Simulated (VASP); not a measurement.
# AlB3P4 (P3m1) in VASP: single point with PBE

Aim: the single point of AlB3P4 with PBE.

Program: VASP 6.6.1. These are calculated values, not measurements. Logs are shortened: lines on timing, memory, paths and dates and some standing lists are left out, and cuts for length are marked.

### Step 1. The cell of the first run

Symmetry: P3m1, No. 156, trigonal system. The conventional cell has a = 3.471 Å, b = 3.471 Å, c = 11.395 Å, α = 90.00°, β = 90.00°, γ = 120.00°. Al (site symmetry 3m) has 4 P at 2.13 to 2.14 Å within 2.8 Å. Within 2.8 Å of B (site symmetry 3m) lie 4 P at 2.13 to 2.14 Å. B (site symmetry 3m) has 4 P at 2.13 to 2.14 Å within 2.8 Å. Within 2.8 Å of B (site symmetry 3m) lie 4 P at 2.13 to 2.14 Å. Within 2.8 Å of P (site symmetry 3m) lie 4 B at 2.13 to 2.14 Å. Within 2.8 Å of P (site symmetry 3m) lie 3 B at 2.13 Å and 1 Al at 2.14 Å. P (site symmetry 3m) has 3 Al at 2.13 Å and 1 B at 2.14 Å within 2.8 Å. Within 2.8 Å of P (site symmetry 3m) lie 4 B at 2.13 to 2.14 Å.

### Step 2. Single point, PBE

The input, INCAR:

```
ALGO = Normal ; EDIFF = 1E-7
ENCUT = 520 ; GGA = PE
ISIF = 2 ; ISMEAR = 0
LASPH = T ; LCHARG = F
LREAL = F ; LWAVE = F
NBANDS = 26 ; NELM = 100
PREC = Accurate ; SIGMA = 0.1
```

The input, KPOINTS:

```
k-points
0
Gamma
  6 6 2
```

The input, POSCAR:

```
AlB3P4
1.0
    3.4711965000      0.0000000000      0.0000000000
   -1.7355982500      3.0061443500      0.0000000000
    0.0000000000      0.0000000000     11.3951045000
Al B P
1 3 4
Direct
    0.3333333300      0.6666666700      0.5000345000
    0.3333333300      0.6666666700      0.0000345000
    0.6666666700      0.3333333300      0.2500345000
    0.6666666700      0.3333333300      0.7500345000
    0.3333333300      0.6666666700      0.1874655000
    0.3333333300      0.6666666700      0.6874655000
    0.6666666700      0.3333333300      0.4374655000
    0.6666666700      0.3333333300      0.9374655000
```

Potentials or basis: VASP PAW PBE potentials, release 64 (Al, B, P).

On the command line:

```
$ cat potpaw_PBE.64/Al/POTCAR potpaw_PBE.64/B/POTCAR potpaw_PBE.64/P/POTCAR > POTCAR
$ mpirun -np 1 vasp_std > vasp.out
```

OUTCAR:

```text
EDIFF = 1E-7
   ENCUT = 520
   GGA = PE
   ISIF = 2
   ISMEAR = 0
   LASPH = T
   LREAL = F
   NELM = 100
   PREC = Accurate

 ion  position               nearest neighbor table
   1  0.333  0.667  0.500-   7 2.13   7 2.13   7 2.13   6 2.14
   2  0.333  0.667  0.000-   8 2.13   8 2.13   8 2.13   5 2.14
   3  0.667  0.333  0.250-   5 2.13   5 2.13   5 2.13   7 2.14
   4  0.667  0.333  0.750-   6 2.13   6 2.13   6 2.13   8 2.14
   5  0.333  0.667  0.187-   3 2.13   3 2.13   3 2.13   2 2.14
   6  0.333  0.667  0.687-   4 2.13   4 2.13   4 2.13   1 2.14
   7  0.667  0.333  0.437-   1 2.13   1 2.13   1 2.13   3 2.14
   8  0.667  0.333  0.937-   2 2.13   2 2.13   2 2.13   4 2.14

  LATTYP: Found a hexagonal cell.
 ALAT       =     3.4711965000
 C/A-ratio  =     3.2827598495

  Lattice vectors:

 A1 = (   3.4711965000,   0.0000000000,   0.0000000000)
 A2 = (  -1.7355982500,   3.0061443500,   0.0000000000)
 A3 = (   0.0000000000,   0.0000000000,  11.3951045000)

Analysis of symmetry for initial positions (statically):
=====================================================================
 Subroutine PRICEL returns:
 Original cell was already a primitive cell.

 Routine SETGRP: Setting up the symmetry group for a
 hexagonal supercell.

 Subroutine GETGRP returns: Found  6 space group operations
 (whereof  6 operations were pure point group operations)
 out of a pool of 24 trial point group operations.

The static configuration has the point symmetry C_3v.

Analysis of symmetry for dynamics (positions and initial velocities):
=====================================================================
 Subroutine PRICEL returns:
 Original cell was already a primitive cell.

 Routine SETGRP: Setting up the symmetry group for a
 hexagonal supercell.

 Subroutine GETGRP returns: Found  6 space group operations
 (whereof  6 operations were pure point group operations)
 out of a pool of 24 trial point group operations.

The dynamic configuration has the point symmetry C_3v.

 Subroutine INISYM returns: Found  6 space group operations
 (whereof  6 operations are pure point group operations),
 and found     1 'primitive' translations

----------------------------------------------------------------------------------------

                                     Primitive cell

  volume of cell :     118.9070

  direct lattice vectors                    reciprocal lattice vectors
     3.471196500  0.000000000  0.000000000     0.288085103  0.166326012  0.000000000
    -1.735598250  3.006144350  0.000000000     0.000000000  0.332652023  0.000000000
     0.000000000  0.000000000 11.395104500     0.000000000  0.000000000  0.087756984

  length of vectors
     3.471196500  3.471196500 11.395104500     0.332652023  0.332652023  0.087756984

  position of ions in fractional coordinates (direct lattice)
     0.333333330  0.666666670  0.500034500
     0.333333330  0.666666670  0.000034500
     0.666666670  0.333333330  0.250034500
     0.666666670  0.333333330  0.750034500
     0.333333330  0.666666670  0.187465500
     0.333333330  0.666666670  0.687465500
     0.666666670  0.333333330  0.437465500
     0.666666670  0.333333330  0.937465500

  ion indices of the primitive-cell ions
   primitive index   ion index
                 1           1
                 2           2
                 3           3
                 4           4
                 5           5
                 6           6
                 7           7
                 8           8

----------------------------------------------------------------------------------------

 KPOINTS: k-points

Automatic generation of k-mesh.
 Grid dimensions read from file:
 generate k-points for:    6    6    2

 Generating k-lattice:

  Cartesian coordinates                     Fractional coordinates (reciprocal lattice)
     0.048014184  0.027721002  0.000000000     0.166666667  0.000000000  0.000000000
     0.000000000  0.055442004  0.000000000     0.000000000  0.166666667  0.000000000
     0.000000000  0.000000000  0.043878492     0.000000000  0.000000000  0.500000000

  Length of vectors
     0.055442004  0.055442004  0.043878492

  Shift w.r.t. Gamma in fractional coordinates (k-lattice)
     0.000000000  0.000000000  0.000000000

 Subroutine IBZKPT returns following result:
 ===========================================

 Found     14 irreducible k-points:

 Following reciprocal coordinates:
            Coordinates               Weight
  0.000000  0.000000  0.000000      1.000000
  0.166667  0.000000  0.000000      6.000000
  0.333333  0.000000  0.000000      6.000000
  0.500000 -0.000000  0.000000      3.000000
  0.166667  0.166667  0.000000      6.000000
  0.333333  0.166667  0.000000     12.000000
  0.333333  0.333333  0.000000      2.000000
  0.000000  0.000000  0.500000      1.000000
  0.166667  0.000000  0.500000      6.000000
  0.333333  0.000000  0.500000      6.000000
  0.500000 -0.000000  0.500000      3.000000
  0.166667  0.166667  0.500000      6.000000
  0.333333  0.166667  0.500000     12.000000
  0.333333  0.333333  0.500000      2.000000
   k-points           NKPTS =     14   k-points in BZ     NKDIM =     14   number of bands    NBANDS=     26
   number of dos      NEDOS =    301   number of ions     NIONS =      8
   total plane-waves  NPLWV =  70560
   dimension x,y,z NGX =    28 NGY =   28 NGZ =   90
   dimension x,y,z NGXF=    56 NGYF=   56 NGZF=  180
   ions per type =               1   3   4
   NGX,Y,Z   is equivalent  to a cutoff of  13.41, 13.41, 13.13 a.u.
   NGXF,Y,Z  is equivalent  to a cutoff of  26.82, 26.82, 26.26 a.u.
 SYSTEM =  unknown system
   PREC   = accura    normal or accurate (medium, high low for compatibility)
   ISTART =      0    job   : 0-new  1-cont  2-samecut
   ICHARG =      2    charge: 1-file 2-atom 10-const
   ISPIN  =      1    spin polarized calculation?
   LNONCOLLINEAR =      F non collinear calculations
   LSORBIT =      F    spin-orbit coupling
   LASPH  =      T    aspherical Exc in radial PAW
   ENCUT  =  520.0 eV  38.22 Ry    6.18 a.u.   6.45  6.45 21.19*2*pi/ulx,y,z
   NELM   =    100;   NELMIN=  2; NELMDL= -5     # of ELM steps
   EDIFF  = 0.1E-06   stopping-criterion for ELM
   LREAL  =      F    real-space projection
   EDIFFG = 0.1E-05   stopping-criterion for IOM
   NSW    =      0    number of steps for IOM
   IBRION =     -1    ionic relax: 0-MD 1-quasi-New 2-CG
   NFREE  =      0    steps in history (QN), initial steepest desc. (CG)
   ISIF   =      2    stress and relaxation
   ISYM   =      2    0-nonsym 1-usesym 2-fastsym
   POTIM  = 0.5000    time-step for ionic-motion
   TEBEG  =    0.0;   TEEND  =   0.0 temperature during run
   PSTRESS=    0.0 pullay stress
   NELECT =      32.0000    total number of electrons
   NUPDOWN=      -1.0000    fix difference up-down
   EMIN   =  10.00;   EMAX   =-10.00  energy-range for DOS
   EFERMI =   0.00;   METHOD = LEGACY
   ISMEAR =     0;   SIGMA  =   0.10  broadening in eV -4-tet -1-fermi 0-gaus
   EFERMI_NEDOS =   21; number of points for ismear=-14 and -15
   IALGO  =     38    algorithm
   IMIX   =      4    mixing-type and parameters
     AMIX     =   0.40;   BMIX     =  1.00
     AMIX_MAG =   1.60;   BMIX_MAG =  1.00
  volume/ion in A,a.u.               =      14.86       100.30
  Fermi-wavevector in a.u.,A,eV,Ry     =   1.056953  1.997352 15.199746  1.117150
  Thomas-Fermi vector in A             =   2.192208
   LORBIT       =      0    0 simple, 1 ext, 2 COOP (PROOUT), +10 PAW based schemes
   GGA     = PE    functional components
   LHFCALC =     F    Hartree Fock is set to
   AEXX    =    0.0000 exact exchange contribution
   IVDW    =     0    specifies the selected vdW correction
   LEPSILON=     F    determine dielectric tensor
   LRPA    =     F    only Hartree local field effects (RPA)
 non-spin polarized calculation
 Gauss-broadening in eV      SIGMA  =   0.10
  energy-cutoff  :      520.00
  volume of cell :      118.91
 maximum number of plane-waves:      3234
 NGX is ok and might be reduce to    28
   NGX = 13   NGY = 13   NGZ = 43

 number of electron      31.9999999 magnetization

 Free energy of the ion-electron system (eV)
  ---------------------------------------------------
  ext. energy  EPLUGINS =         0.00000000
  ---------------------------------------------------
  free energy    TOTEN  =       -45.61132302 eV

  energy without entropy =      -45.61132302  energy(sigma->0) =      -45.61132302

 E-fermi :   6.2788     XC(G=0): -10.0396

 val. band max:        5.8600885930   @ k =   0.0000   0.0000   0.0000
 cond. band min:       7.1005314620   @ k =   0.5000  -0.0000   0.0000
 fundamental gap:      1.2404428690
 Fermi energy:         6.2787985991

 k-point     1 :       0.0000    0.0000    0.0000
  band No.  band energies     occupation
      1      -7.9441      2.00000
      2      -7.0619      2.00000
      3      -6.9938      2.00000
      4      -5.4148      2.00000
      5      -1.8097      2.00000
      6       1.3096      2.00000
[... 18 lines left out ...]
     25      10.2625      0.00000
     26      10.2625      0.00000

 k-point     2 :       0.1667    0.0000    0.0000
  band No.  band energies     occupation
      1      -7.5805      2.00000
      2      -6.7131      2.00000
      3      -6.6448      2.00000
      4      -5.1025      2.00000
      5      -1.5402      2.00000
      6       1.2337      2.00000
[... 18 lines left out ...]
     25      10.7170      0.00000
     26      10.9657      0.00000

 k-point     3 :       0.3333    0.0000    0.0000
  band No.  band energies     occupation
      1      -6.5596      2.00000
      2      -5.7577      2.00000
      3      -5.6976      2.00000
      4      -4.3835      2.00000
      5      -1.3107      2.00000
      6      -0.4557      2.00000
[... 282 lines left out ...]
 k-point    13 :       0.3333    0.1667    0.5000
  band No.  band energies     occupation
      1      -5.5578      2.00000
      2      -5.4331      2.00000
      3      -4.5039      2.00000
      4      -4.3434      2.00000
      5      -1.6753      2.00000
      6      -1.3628      2.00000
[... 18 lines left out ...]
     25      11.2709      0.00000
     26      11.6805      0.00000

 k-point    14 :       0.3333    0.3333    0.5000
  band No.  band energies     occupation
      1      -4.7294      2.00000
      2      -4.6283      2.00000
      3      -4.4974      2.00000
      4      -4.4656      2.00000
      5      -1.3862      2.00000
      6      -1.2814      2.00000
[... 18 lines left out ...]
     25      12.6143      0.00000
     26      12.7469      0.00000

------------------------ aborting loop because EDIFF is reached ----------------------------------------

  FORCE on cell =-STRESS in cart. coord.  units (eV):
  Direction    XX          YY          ZZ          XY          YZ          ZX
  --------------------------------------------------------------------------------------
  -------------------------------------------------------------------------------------
  Total       -3.1134845     -3.1134845     -1.4276250      0.0000000      0.0000000      0.0000000
  in kB      -41.9517375    -41.9517375    -19.2361159      0.0000000      0.0000000      0.0000000
  external PRESSURE =     -34.3798637 kB  Pullay stress =       0.0000000 kB

 VOLUME and BASIS-vectors are now :
 -----------------------------------------------------------------------------
  energy-cutoff  :      520.00
  volume of cell :      118.91
      direct lattice vectors                 reciprocal lattice vectors
     3.471196500  0.000000000  0.000000000     0.288085103  0.166326012  0.000000000
    -1.735598250  3.006144350  0.000000000     0.000000000  0.332652023  0.000000000
     0.000000000  0.000000000 11.395104500     0.000000000  0.000000000  0.087756984

 POSITION                                       TOTAL-FORCE (eV/Angst)
 -----------------------------------------------------------------------------------
     -0.00000      2.00410      5.69795        -0.000000      0.000000     -0.385182
     -0.00000      2.00410      0.00039        -0.000000      0.000000     -0.061079
      1.73560      1.00205      2.84917        -0.000000      0.000000     -0.260044
      1.73560      1.00205      8.54672         0.000000     -0.000000      0.400482
     -0.00000      2.00410      2.13619         0.000000      0.000000     -0.031188
     -0.00000      2.00410      7.83374        -0.000000     -0.000000      4.626516
      1.73560      1.00205      4.98497         0.000000      0.000000     -4.381343
      1.73560      1.00205     10.68252        -0.000000      0.000000      0.091836
 -----------------------------------------------------------------------------------
    total drift:                               -0.000002      0.000001     -0.000268

  FREE ENERGIE OF THE ION-ELECTRON SYSTEM (eV)
  ---------------------------------------------------
  free  energy   TOTEN  =       -45.6113230224 eV

  energy  without entropy=      -45.6113230224  energy(sigma->0) =      -45.61132302
```

It took 3.2 min on 1 thread of Intel Xeon 8259CL, shared host; peak memory 0.25 GiB.

What came out:

| Property | Result |
| --- | --- |
| Free energy | -45.6113 eV |
| Pressure | -3.4 GPa |
| Largest force | 4.627 eV/Å |
| Band gap on the k mesh | 1.24 eV, indirect (least direct gap 2.01 eV) |

Forces in eV/Å, atoms in the order of the input:
```
Al   0.000  0.000 -0.385
B    0.000  0.000 -0.061
B    0.000  0.000 -0.260
B    0.000  0.000  0.400
P    0.000  0.000 -0.031
P    0.000  0.000  4.627
P    0.000  0.000 -4.381
P    0.000  0.000  0.092
```

Stress tensor (GPa, compression positive):
```
-4.20  0.00  0.00
 0.00 -4.20  0.00
 0.00  0.00 -1.92
```

Caveat: forces of over 1 eV/Å act on the atoms, so gaps and moduli don't describe the material at rest. A k mesh can miss the band edges.
